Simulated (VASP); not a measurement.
# GeSe (Pnma) in VASP: phonons with PBE

Aim: the phonons of GeSe with PBE.

Everything below comes from runs of VASP 6.6.1. Logs are shortened: lines on timing, memory, paths and dates and some standing lists are left out, and cuts for length are marked.

### 1 The cell of the first run

Symmetry: Pnma, No. 62, orthorhombic system. Conventional cell: a = 11.185 Å, b = 3.884 Å, c = 4.523 Å, α = 90.00°, β = 90.00°, γ = 90.00°. Within 3.6 Å of Ge (site symmetry m) lie 6 Se at 2.59 to 3.52 Å and 2 Ge at 3.59 Å. Within 3.6 Å of Se (site symmetry m) lie 6 Ge at 2.59 to 3.52 Å.

### 2 Phonons, PBE

POSCAR

```
GeSe
1.0
   11.1847717482      0.0000000000      0.0000000000
    0.0000000000      3.8837711720     -0.0000000000
    0.0000000000     -0.0000000000      4.5225281592
  Ge              Se
     4     4
Direct
     0.1265103369859816    0.7500000000000000    0.8822747476257451
     0.6265103369859816    0.7500000000000000    0.6177252523742549
     0.3734896630140184    0.2500000000000000    0.3822747476257450
     0.8734896630140184    0.2500000000000000    0.1177252523742550
     0.8528159898937713    0.7500000000000000    0.4990693227351549
     0.3528159898937714    0.7500000000000000    0.0009306772648452
     0.6471840101062287    0.2500000000000000    0.9990693227351548
     0.1471840101062286    0.2500000000000000    0.5009306772648452
```

INCAR.step1

```
ALGO = Fast ; EDIFF = 1E-8
EDIFFG = -0.002 ; ENCUT = 600
GGA = PE ; IBRION = 2
ISIF = 3 ; ISMEAR = 0
KPAR = 2 ; LASPH = T
LCHARG = F ; LREAL = F
LWAVE = F ; NELM = 80
NSW = 40 ; PREC = Accurate
SIGMA = 0.03
```

INCAR.step2

```
ALGO = Fast ; EDIFF = 1E-8
ENCUT = 600 ; GGA = PE
IBRION = 6 ; ISIF = 2
ISMEAR = 0 ; KPAR = 2
LASPH = T ; LCHARG = F
LEPSILON = T ; LREAL = F
LWAVE = F ; NELM = 80
NFREE = 2 ; NSW = 1
POTIM = 0.015 ; PREC = Accurate
SIGMA = 0.03
```

KPOINTS

```
k-points
0
Monkhorst-Pack
  4 10 8
```

Potentials or basis: VASP PAW PBE potentials, release 64 (Ge_d, Se).

Started as:

```bash
cat potpaw_PBE.64/Ge_d/POTCAR potpaw_PBE.64/Se/POTCAR > POTCAR
cp INCAR.step1 INCAR
mpirun -np 2 vasp_std > vasp.out
cp CONTCAR POSCAR
cp INCAR.step2 INCAR
mpirun -np 2 vasp_std > vasp.out
```

OUTCAR:

```text
EDIFF = 1E-8
   ENCUT = 600
   GGA = PE
   IBRION = 6
   ISIF = 2
   ISMEAR = 0
   LASPH = T
   LEPSILON = T
   LREAL = F
   NELM = 80
   NFREE = 2
   NSW = 1
   POTIM = 0.015
   PREC = Accurate

 ion  position               nearest neighbor table
   1  0.126  0.750  0.880-   6 2.59   8 2.61   8 2.61
   2  0.626  0.750  0.620-   5 2.59   7 2.61   7 2.61
   3  0.374  0.250  0.380-   8 2.59   6 2.61   6 2.61
   4  0.874  0.250  0.120-   7 2.59   5 2.61   5 2.61
   5  0.853  0.750  0.500-   2 2.59   4 2.61   4 2.61
   6  0.353  0.750  0.000-   1 2.59   3 2.61   3 2.61
   7  0.647  0.250  1.000-   4 2.59   2 2.61   2 2.61
   8  0.147  0.250  0.500-   3 2.59   1 2.61   1 2.61

  LATTYP: Found a simple orthorhombic cell.
 ALAT       =     3.8801264186
 B/A-ratio  =     1.1691426350
 C/A-ratio  =     2.8794901563

  Lattice vectors:

 A1 = (   0.0000000000,   3.8801264186,   0.0000000000)
 A2 = (   0.0000000000,   0.0000000000,   4.5364212253)
 A3 = (  11.1727858275,   0.0000000000,   0.0000000000)

Analysis of symmetry for initial positions (statically):
=====================================================================
 Subroutine PRICEL returns:
 Original cell was already a primitive cell.

 Routine SETGRP: Setting up the symmetry group for a
 simple orthorhombic supercell.

 Subroutine GETGRP returns: Found  8 space group operations
 (whereof  2 operations were pure point group operations)
 out of a pool of  8 trial point group operations.

The static configuration has the point symmetry S_2 .
 The point group associated with its full space group is D_2h.

Analysis of symmetry for dynamics (positions and initial velocities):
=====================================================================
 Subroutine PRICEL returns:
 Original cell was already a primitive cell.

 Routine SETGRP: Setting up the symmetry group for a
 simple orthorhombic supercell.

 Subroutine GETGRP returns: Found  8 space group operations
[... 464 lines left out ...]
  band No.  band energies     occupation
      1     -20.8264      2.00000
      2     -20.8249      2.00000
      3     -20.8246      2.00000
      4     -20.8229      2.00000
      5     -20.8213      2.00000
      6     -20.8210      2.00000
[... 1213 lines left out ...]
     47       7.1037      0.00000
     48       7.2514      0.00000

 [... further k-points ...]
[... 5 lines left out ...]
  --------------------------------------------------------------------------------------
  -------------------------------------------------------------------------------------
  Total       -0.0081336      0.0613089      0.1126690      0.0000000      0.0000000      0.0207998
  in kB       -0.0662634      0.4994742      0.9178978      0.0000000      0.0000000      0.1694526
  external PRESSURE =       0.4503695 kB  Pullay stress =       0.0000000 kB
[... 23 lines left out ...]
  FREE ENERGIE OF THE ION-ELECTRON SYSTEM (eV)
  ---------------------------------------------------
  free  energy   TOTEN  =       -33.8774670734 eV

  energy  without entropy=      -33.8774670734  energy(sigma->0) =      -33.87746707

 INTERNAL STRAIN TENSORS FROM DISPLACED ATOMS
 ============================================

 INTERNAL STRAIN TENSOR FOR ION    1 for displacements in x,y,z  (eV/Angst):
          X           Y           Z          XY          YZ          ZX
  --------------------------------------------------------------------------------
  x     9.94722     2.80840     3.03068    -0.00000     0.00000    -0.18279
  y    -0.00000    -0.00000    -0.00000     1.74535    -4.20694     0.00000
  z    -0.64607    -3.66150    -7.96473     0.00000    -0.00000     2.79222

 INTERNAL STRAIN TENSOR FOR ION    8 for displacements in x,y,z  (eV/Angst):
          X           Y           Z          XY          YZ          ZX
  --------------------------------------------------------------------------------
  x     9.00494     0.48757     1.04693    -0.00000     0.00000    -0.12429
  y    -0.00000     0.00000     0.00000     1.79618     4.61360     0.00000
  z    -0.33495     3.79571     7.86375     0.00000     0.00000     1.42650

 Eigenvectors and eigenvalues of the dynamical matrix
 ----------------------------------------------------

   1 f  =    6.564701 THz    41.247231 2PiTHz  218.974847 cm-1    27.149409 meV
             X         Y         Z           dx          dy          dz
      1.408437  2.910095  3.993495     0.297590   -0.000000   -0.190138
      6.994830  2.910095  2.811137    -0.297590   -0.000000   -0.190138
      4.177956  0.970032  1.725284     0.297590    0.000000    0.190138
      9.764349  0.970032  0.542927    -0.297590    0.000000    0.190138
      9.525796  2.910095  2.266914     0.307475   -0.000000   -0.175347
      3.939403  2.910095  0.001297    -0.307475   -0.000000   -0.175347
      7.233383  0.970032  4.535124     0.307475    0.000000    0.175347
      1.646990  0.970032  2.269508    -0.307475    0.000000    0.175347
[... 243 lines left out ...]
  24 f/i=    0.012543 THz     0.078810 2PiTHz    0.418389 cm-1     0.051874 meV
             X         Y         Z           dx          dy          dz
      1.408437  2.910095  3.993495     0.000000   -0.345041    0.000000
      6.994830  2.910095  2.811137     0.000000   -0.345041    0.000000
      4.177956  0.970032  1.725284     0.000000   -0.345041    0.000000
      9.764349  0.970032  0.542927     0.000000   -0.345041    0.000000
      9.525796  2.910095  2.266914     0.000000   -0.361866    0.000000
      3.939403  2.910095  0.001297     0.000000   -0.361866    0.000000
      7.233383  0.970032  4.535124     0.000000   -0.361866    0.000000
      1.646990  0.970032  2.269508     0.000000   -0.361866    0.000000

--------------------------------------------------------------------------------------------------------

 MACROSCOPIC STATIC DIELECTRIC TENSOR IONIC CONTRIBUTION
 ------------------------------------------------------
           5.232466    -0.000000    -0.000000
          -0.000000    12.091799     0.000000
          -0.000000     0.000000     6.685724
 ------------------------------------------------------

 ELASTIC MODULI CONTR FROM IONIC RELAXATION (kBar)
 Direction    XX          YY          ZZ          XY          YZ          ZX
 --------------------------------------------------------------------------------
 XX        -820.9448   -153.5984   -121.1954     -0.0000     -0.0000     -0.0000
 YY        -153.5984   -134.9110   -221.4155     -0.0000     -0.0000     -0.0000
 ZZ        -121.1954   -221.4155   -477.2425      0.0000     -0.0000      0.0000
 XY          -0.0000     -0.0000      0.0000   -130.7744     -0.0000     -0.0000
 YZ          -0.0000     -0.0000     -0.0000      0.0000   -211.3596     -0.0000
 ZX          -0.0000      0.0000      0.0000     -0.0000     -0.0000   -120.5087
 --------------------------------------------------------------------------------

 PIEZOELECTRIC TENSOR IONIC CONTR  for field in x, y, z        (C/m^2)
          XX          YY          ZZ          XY          YZ          ZX
  --------------------------------------------------------------------------------
  x    -0.00000     0.00000     0.00000     0.00000     0.00000    -0.00000
  y     0.00000     0.00000    -0.00000     0.00000    -0.00000    -0.00000
  z    -0.00000     0.00000    -0.00000     0.00000    -0.00000    -0.00000
```

OUTCAR.step1:

```text
EDIFF = 1E-8
   EDIFFG = -0.002
   ENCUT = 600
   GGA = PE
   IBRION = 2
   ISIF = 3
   ISMEAR = 0
   LASPH = T
   LREAL = F
   NELM = 80
[... 1675 lines left out ...]
  -------------------------------------------------------------------------------------
  Total       -0.0023296      0.0022900     -0.0040231      0.0000000      0.0000000      0.0000000
  in kB       -0.0189791      0.0186559     -0.0327757      0.0000000      0.0000000      0.0000000
  external PRESSURE =      -0.0110330 kB  Pullay stress =       0.0000000 kB
[... 23 lines left out ...]
  FREE ENERGIE OF THE ION-ELECTRON SYSTEM (eV)
  ---------------------------------------------------
  free  energy   TOTEN  =       -33.8781068530 eV

  energy  without entropy=      -33.8781068530  energy(sigma->0) =      -33.87810685

 reached required accuracy - stopping structural energy minimisation
```

OSZICAR.step1:

```text
N       E                     dE             d eps       ncg     rms          rms(c)
DAV:   1     0.969563298302E+03    0.96956E+03   -0.39532E+04  4920   0.374E+03
DAV:   2     0.159746039763E+03   -0.80982E+03   -0.77860E+03  3848   0.108E+03
[... 209 lines left out ...]
DAV:   1    -0.338781522560E+02   -0.49422E-04   -0.42125E-03  4824   0.363E-01    0.456E-02
RMM:   2    -0.338781244498E+02    0.27806E-04   -0.16684E-04  4566   0.105E-01    0.257E-02
RMM:   3    -0.338781064446E+02    0.18005E-04   -0.37587E-05  4590   0.412E-02    0.672E-03
RMM:   4    -0.338781065284E+02   -0.83752E-07   -0.96466E-06  4981   0.206E-02    0.306E-03
RMM:   5    -0.338781067950E+02   -0.26661E-06   -0.14903E-06  5503   0.714E-03    0.136E-03
RMM:   6    -0.338781068626E+02   -0.67652E-07   -0.18466E-07  4469   0.235E-03    0.390E-04
RMM:   7    -0.338781068530E+02    0.96279E-08   -0.50063E-08  3632   0.142E-03
  21 F= -.33878107E+02 E0= -.33878107E+02  d E =-.750541E-05
```

It took 3.4 h on 2 MPI ranks of Intel Xeon Platinum 8488C (Sapphire Rapids), shared host; peak memory 2.2 GiB.

What came out:

| Property | Result |
| --- | --- |
| Relaxed volume | 24.58 Å³/atom |
| Relaxed cell | a = 11.173 Å, b = 3.880 Å, c = 4.536 Å, α = 90.00°, β = 90.00°, γ = 90.00° |
| Space group after relaxing (to 0.1 Å) | Pnma (No. 62) |
| Electronic dielectric tensor (diagonal) | 12.92, 15.83, 14.57 |
| Born charges (mean of the diagonal) | Ge +2.64; Se -2.64 e |
| Highest phonon frequency at Γ, LO-TO splitting left out | 219 cm⁻¹ |

The path:
```
step  energy change (eV)  largest force (eV/Å)  pressure (GPa)  volume (Å³)
   1              0.0000                0.0058            0.02       196.45
   2              0.0000                0.0065            0.00       196.54
   3              0.0000                0.0077           -0.01       196.57
   4              0.0000                0.0070            0.00       196.57
   5             -0.0001                0.0083            0.03       196.56
   6             -0.0001                0.0080            0.03       196.58
   7             -0.0001                0.0070            0.02       196.63
   8             -0.0001                0.0053            0.01       196.74
   9             -0.0001                0.0078           -0.04       196.95
  10             -0.0001                0.0060            0.00       196.83
  11             -0.0001                0.0071           -0.01       196.91
  12             -0.0001                0.0055           -0.01       196.92
  13             -0.0002                0.0024           -0.02       196.94
  14             -0.0002                0.0034            0.01       196.85
  15             -0.0002                0.0034            0.00       196.85
  16             -0.0002                0.0030            0.00       196.82
  17             -0.0002                0.0027            0.01       196.77
  18             -0.0002                0.0049            0.01       196.66
  19             -0.0002                0.0038            0.00       196.70
  20             -0.0002                0.0030            0.00       196.69
  21             -0.0002                0.0020            0.00       196.66
```

Final structure:
```
Ge Se
1.0
    11.17279    0.00000    0.00000
     0.00000    3.88013    0.00000
     0.00000    0.00000    4.53642
Ge Se
4 4
Cartesian
  1.4084 2.9101 3.9935
  6.9948 2.9101 2.8111
  4.1780 0.9700 1.7253
  9.7643 0.9700 0.5429
  9.5258 2.9101 2.2669
  3.9394 2.9101 0.0013
  7.2334 0.9700 4.5351
  1.6470 0.9700 2.2695
```

Phonon frequencies in cm⁻¹ (negative: imaginary):
| q point | frequencies |
| --- | --- |
| (0.000, 0.000, 0.000) | 0 0 0 28 31 47 71 73 74 74 83 95 147 148 153 156 168 171 179 183 187 193 198 219 |

Electronic dielectric tensor:
```
12.92  0.00  0.00
 0.00 15.83  0.00
 0.00  0.00 14.57
```

Born effective charge tensors (e):
atom 1, Ge
```
2.32 0.00 0.17
0.00 3.15 0.00
0.87 0.00 2.44
```
atom 2, Ge
```
 2.32  0.00 -0.17
 0.00  3.15  0.00
-0.87  0.00  2.44
```
atom 3, Ge
```
 2.32  0.00 -0.17
 0.00  3.15  0.00
-0.87  0.00  2.44
```
atom 4, Ge
```
2.32 0.00 0.17
0.00 3.15 0.00
0.87 0.00 2.44
```
atom 5, Se
```
-2.32  0.00  0.61
 0.00 -3.15  0.00
 0.83  0.00 -2.44
```
atom 6, Se
```
-2.32  0.00 -0.61
 0.00 -3.15  0.00
-0.83  0.00 -2.44
```
atom 7, Se
```
-2.32  0.00 -0.61
 0.00 -3.15  0.00
-0.83  0.00 -2.44
```
atom 8, Se
```
-2.32  0.00  0.61
 0.00 -3.15  0.00
 0.83  0.00 -2.44
```
